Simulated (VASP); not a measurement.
# MoS2 (C2) in VASP: notebook

The runs below take MoS2 through single point, with PBE+D3(BJ).

Program: VASP 6.6.1. These are calculated values, not measurements. Logs are shortened: lines on timing, memory, paths and dates and some standing lists are left out, and cuts for length are marked.

## (1) The cell of the first run

Symmetry: C2, No. 5, monoclinic system. The conventional cell has a = 3.150 Å, b = 5.455 Å, c = 6.648 Å, α = 90.00°, β = 90.86°, γ = 90.00°. Mo (site symmetry 2) has 6 S at 2.38 to 2.42 Å and 6 Mo at 3.15 Å within 3.2 Å. Within 3.2 Å of S (site symmetry 1) lie 3 Mo at 2.38 to 2.42 Å and 7 S at 3.13 to 3.15 Å.

## (2) Single point, PBE+D3(BJ) (strain +0.0150 x Voigt [0, 0, 0, 0, 1, 0])

Input file INCAR:

```
SYSTEM = MoS2
  PREC = Accurate
  ENCUT = 520
  EDIFF = 1E-7
  ISMEAR = 0
  SIGMA = 0.05
  LREAL = .False.
  LASPH = .True.
  NELM = 60
  ALGO = Normal
  ISIF = 2
  LWAVE = .False.
  LCHARG = .True.
  GGA = PE
  IVDW = 12
  LELF = .True.
  LVHAR = .True.
  NBANDS = 20
```

Input file KPOINTS:

```
regular mesh
0
Gamma
  12 12 4
  0 0 0
```

Input file POSCAR:

```
MoS2
1.0
    3.1497239970      0.0000000000      0.0236229300
   -1.5748619985      2.7277409963     -0.0118114650
    0.0498565700      0.0000000000      6.6475426602
Mo S
1 2
Direct
    0.0000000000      0.0000000000      0.0000000000
    0.3333333333      0.6666666667      0.2356692374
    0.3333333333      0.6666666667      0.7643307626
```

Potentials or basis: VASP PAW PBE potentials, release 64 (Mo_sv, S).

Launch:

```console
$ cat potpaw_PBE.64/Mo_sv/POTCAR potpaw_PBE.64/S/POTCAR > POTCAR
$ mpirun -np 1 vasp_std > vasp.out
```

OUTCAR:

```text
SYSTEM = MoS2
   PREC = Accurate
   ENCUT = 520
   EDIFF = 1E-7
   ISMEAR = 0
   LREAL = .False.
   LASPH = .True.
   NELM = 60
   ISIF = 2
   GGA = PE
   IVDW = 12
 IVDW          = 12

 ion  position               nearest neighbor table
   1  0.000  0.000  0.000-   3 2.38   2 2.38   2 2.40   3 2.40   2 2.42   3 2.42
   2  0.333  0.667  0.236-   1 2.38   1 2.40   1 2.42
   3  0.333  0.667  0.764-   1 2.38   1 2.40   1 2.42

  LATTYP: Found a base centered monoclinic cell.
 ALAT       =     3.1498125817
 B/A-ratio  =     1.7320020957
 C/A-ratio  =     2.1105159266
 COS(beta)  =    -0.0149991563

  Lattice vectors:

 A1 = (  -1.5748619985,   2.7277409963,  -0.0118114650)
 A2 = (  -1.5748619985,  -2.7277409963,  -0.0118114650)
 A3 = (   0.0498565700,   0.0000000000,   6.6475426602)

Analysis of symmetry for initial positions (statically):
=====================================================================
 Subroutine PRICEL returns:
 Original cell was already a primitive cell.

 Routine SETGRP: Setting up the symmetry group for a
 base centered monoclinic supercell.

 Subroutine GETGRP returns: Found  2 space group operations
 (whereof  2 operations were pure point group operations)
 out of a pool of  4 trial point group operations.

The static configuration has the point symmetry C_2 .

Analysis of symmetry for dynamics (positions and initial velocities):
=====================================================================
 Subroutine PRICEL returns:
 Original cell was already a primitive cell.

 Routine SETGRP: Setting up the symmetry group for a
 base centered monoclinic supercell.

 Subroutine GETGRP returns: Found  2 space group operations
 (whereof  2 operations were pure point group operations)
 out of a pool of  4 trial point group operations.

The dynamic configuration has the point symmetry C_2 .

 Subroutine INISYM returns: Found  2 space group operations
 (whereof  2 operations are pure point group operations),
 and found     1 'primitive' translations

----------------------------------------------------------------------------------------

                                     Primitive cell

  volume of cell :      57.1100

[... 84 lines left out ...]
   ISPIN  =      1    spin polarized calculation?
   LNONCOLLINEAR =      F non collinear calculations
   LSORBIT =      F    spin-orbit coupling
   LASPH  =      T    aspherical Exc in radial PAW
   ENCUT  =  520.0 eV  38.22 Ry    6.18 a.u.   5.86  5.86 12.36*2*pi/ulx,y,z
   NELM   =     60;   NELMIN=  2; NELMDL= -5     # of ELM steps
   EDIFF  = 0.1E-06   stopping-criterion for ELM
   LREAL  =      F    real-space projection
   EDIFFG = 0.1E-05   stopping-criterion for IOM
   NSW    =      0    number of steps for IOM
   IBRION =     -1    ionic relax: 0-MD 1-quasi-New 2-CG
   NFREE  =      0    steps in history (QN), initial steepest desc. (CG)
   ISIF   =      2    stress and relaxation
   ISYM   =      2    0-nonsym 1-usesym 2-fastsym
   POTIM  = 0.5000    time-step for ionic-motion
   TEBEG  =    0.0;   TEEND  =   0.0 temperature during run
   PSTRESS=    0.0 pullay stress
   NELECT =      26.0000    total number of electrons
   NUPDOWN=      -1.0000    fix difference up-down
   EMIN   =  10.00;   EMAX   =-10.00  energy-range for DOS
   EFERMI =   0.00;   METHOD = LEGACY
   ISMEAR =     0;   SIGMA  =   0.05  broadening in eV -4-tet -1-fermi 0-gaus
   EFERMI_NEDOS =   21; number of points for ismear=-14 and -15
   IALGO  =     38    algorithm
   IMIX   =      4    mixing-type and parameters
     AMIX     =   0.40;   BMIX     =  1.00
     AMIX_MAG =   1.60;   BMIX_MAG =  1.00
  volume/ion in A,a.u.               =      19.04       128.47
  Fermi-wavevector in a.u.,A,eV,Ry     =   1.259395  2.379911 21.579858  1.586075
  Thomas-Fermi vector in A             =   2.392957
   LORBIT       =      0    0 simple, 1 ext, 2 COOP (PROOUT), +10 PAW based schemes
   GGA     = PE    functional components
   LHFCALC =     F    Hartree Fock is set to
   AEXX    =    0.0000 exact exchange contribution
   IVDW    =    12    specifies the selected vdW correction
   LEPSILON=     F    determine dielectric tensor
   LRPA    =     F    only Hartree local field effects (RPA)
 non-spin polarized calculation
 Gauss-broadening in eV      SIGMA  =   0.05
  energy-cutoff  :      520.00
  volume of cell :       57.11
 maximum number of plane-waves:      1552
   NGX = 11   NGY = 11   NGZ = 25

 number of electron      26.0000001 magnetization

 Free energy of the ion-electron system (eV)
  ---------------------------------------------------
  ext. energy  EPLUGINS =         0.00000000
  ---------------------------------------------------
  free energy    TOTEN  =       -21.79275193 eV

  energy without entropy =      -21.79275193  energy(sigma->0) =      -21.79275193

 E-fermi :   6.7901     XC(G=0): -10.3010

 val. band max:        6.4808016732   @ k =   0.0000  -0.0000   0.5000
 cond. band min:       7.6961859402   @ k =  -0.3333   0.1667   0.0000
 fundamental gap:      1.2153842671
 Fermi energy:         6.7901232668

 k-point     1 :       0.0000    0.0000    0.0000
  band No.  band energies     occupation
      1     -54.7727      2.00000
      2     -28.9390      2.00000
      3     -28.6923      2.00000
      4     -28.6921      2.00000
      5      -8.1929      2.00000
      6      -6.7346      2.00000
[... 541 lines left out ...]
     19      14.7301      0.00000
     20      15.2114      0.00000

 [... further k-points ...]

------------------------ aborting loop because EDIFF is reached ----------------------------------------

 Edisp (eV)   -1.19268

 E8    (eV) :    -0.4817

  FORCE on cell =-STRESS in cart. coord.  units (eV):
  Direction    XX          YY          ZZ          XY          YZ          ZX
  --------------------------------------------------------------------------------------
  -------------------------------------------------------------------------------------
  Total      -0.02493    -0.03344    -0.04216     0.00000     0.00000    -0.66903
  in kB      -0.69926    -0.93813    -1.18282     0.00000     0.00000   -18.76914
  external pressure =       -0.94 kB  Pullay stress =        0.00 kB

 VOLUME and BASIS-vectors are now :
 -----------------------------------------------------------------------------
  energy-cutoff  :      520.00
  volume of cell :       57.11
      direct lattice vectors                 reciprocal lattice vectors
     3.149723997  0.000000000  0.023622930     0.317505995  0.183301861 -0.002381295
    -1.574861999  2.727740996 -0.011811465     0.000000000  0.366603721  0.000000000
     0.049856570  0.000000000  6.647542660    -0.001128300  0.000000000  0.150439990

 POSITION                                       TOTAL-FORCE (eV/Angst)
 -----------------------------------------------------------------------------------
      0.00000      0.00000      0.00000        -0.000000      0.008051     -0.000000
      0.01175      1.81849      1.56662        -0.222446     -0.004025     -0.004166
      0.03811      1.81849      5.08092         0.222446     -0.004025      0.004166
 -----------------------------------------------------------------------------------
    total drift:                                0.000000      0.000002      0.000000

  FREE ENERGIE OF THE ION-ELECTRON SYSTEM (eV)
  ---------------------------------------------------
  free  energy   TOTEN  =       -22.9854314482 eV

  energy  without entropy=      -22.9854314482  energy(sigma->0) =      -22.98543145
```

stdout:

```text
POSCAR found type information on POSCAR MoS
 POSCAR found :  2 types and       3 ions
 scaLAPACK will be used
 LDA part: xc-table for (Slater+PW92), standard interpolation
 POSCAR, INCAR and KPOINTS ok, starting setup
 FFT: planning ... GRIDC
 FFT: planning ... GRID_SOFT
 FFT: planning ... GRID
 WAVECAR not read
 entering main loop
```

Wall time 3.8 min (1 thread of AMD EPYC 7R43 (Zen 3), shared host); peak memory 0.27 GiB.

Results:

| Item | Value |
| --- | --- |
| Free energy | -22.9854 eV |
| Pressure | -0.1 GPa |
| Largest force | 0.223 eV/Å |
| Band gap on the k mesh | 1.22 eV, indirect (least direct gap 1.76 eV) |
| Dispersion energy per atom | -0.398 eV |

Forces in eV/Å, atoms in the order of the input:
```
Mo   0.000  0.008  0.000
S   -0.222 -0.004 -0.004
S    0.222 -0.004  0.004
```

Caveat: the cell differs from its parent crystal (strain +0.0150 x Voigt [0, 0, 0, 0, 1, 0]). A k mesh can miss the band edges.

## (3) Single point, PBE+D3(BJ) (strain +0.0050 x Voigt [0, 0, 0, 0, 1, 0])

Input file INCAR:

```
  ALGO = Normal
  EDIFF = 1E-6
  ENCUT = 520
  GGA = PE
  ISIF = 2
  ISMEAR = 0
  IVDW = 12
  LASPH = T
  LCHARG = F
  LREAL = F
  LWAVE = F
  NBANDS = 20
  NELM = 60
  PREC = Accurate
  SIGMA = 0.05
```

Input file KPOINTS:

```
k-points
0
Gamma
  12 12 4
```

Input file POSCAR:

```
MoS2
1.0
    3.1497239970      0.0000000000      0.0078743100
   -1.5748619985      2.7277409963     -0.0039371550
    0.0166188567      0.0000000000      6.6475426602
Mo S
1 2
Direct
    0.0000000000      0.0000000000      0.0000000000
    0.3333333333      0.6666666667      0.2356692374
    0.3333333333      0.6666666667      0.7643307626
```

Potentials or basis: VASP PAW PBE potentials, release 64 (Mo_sv, S).

Launch:

```console
$ cat potpaw_PBE.64/Mo_sv/POTCAR potpaw_PBE.64/S/POTCAR > POTCAR
$ mpirun -np 1 vasp_std > vasp.out
```

Run time: 3.5 min. Hardware: 1 thread of AMD EPYC 7R43 (Zen 3), shared host; peak memory 0.27 GiB.

Results (log left out):

```
Free energy                : -22.9899 eV
Pressure                   : -0.1 GPa
Largest force              : 0.075 eV/Å
Band gap on the k mesh     : 1.22 eV, indirect (least direct gap 1.76 eV)
Dispersion energy per atom : -0.398 eV
```

Forces in eV/Å, atoms in the order of the input:
```
Mo   0.000  0.001  0.000
S   -0.074  0.000 -0.010
S    0.074  0.000  0.010
```

Stress tensor (GPa, compression positive):
```
-0.12  0.00 -0.63
 0.00 -0.12  0.00
-0.63  0.00 -0.16
```

Levels at points of the mesh, in eV from the valence-band top:
| k point | band 10 | band 11 | band 12 | band 13 | band 14 | band 15 | band 16 | band 17 |
| --- | --- | --- | --- | --- | --- | --- | --- | --- |
| (0.00, 0.00, 0.00) | -1.87 | -1.87 | -1.49 | -0.93 | 2.45 | 2.45 | 2.61 | 2.61 |
| (0.50, 0.00, 0.00) | -3.58 | -1.98 | -1.37 | -1.29 | 1.93 | 2.33 | 3.84 | 4.05 |
| (0.00, 0.50, 0.00) | -3.58 | -1.98 | -1.37 | -1.29 | 1.93 | 2.33 | 3.84 | 4.05 |
| (0.00, 0.00, 0.50) | -2.98 | -1.88 | -1.88 | 0.00 | 2.38 | 2.38 | 2.70 | 2.70 |
| (0.50, 0.00, 0.50) | -3.60 | -2.82 | -1.30 | -0.86 | 1.95 | 2.53 | 3.18 | 3.86 |
| (0.00, 0.50, 0.50) | -3.60 | -2.82 | -1.30 | -0.86 | 1.95 | 2.53 | 3.18 | 3.86 |

Caveat: the cell differs from its parent crystal (strain +0.0050 x Voigt [0, 0, 0, 0, 1, 0]).
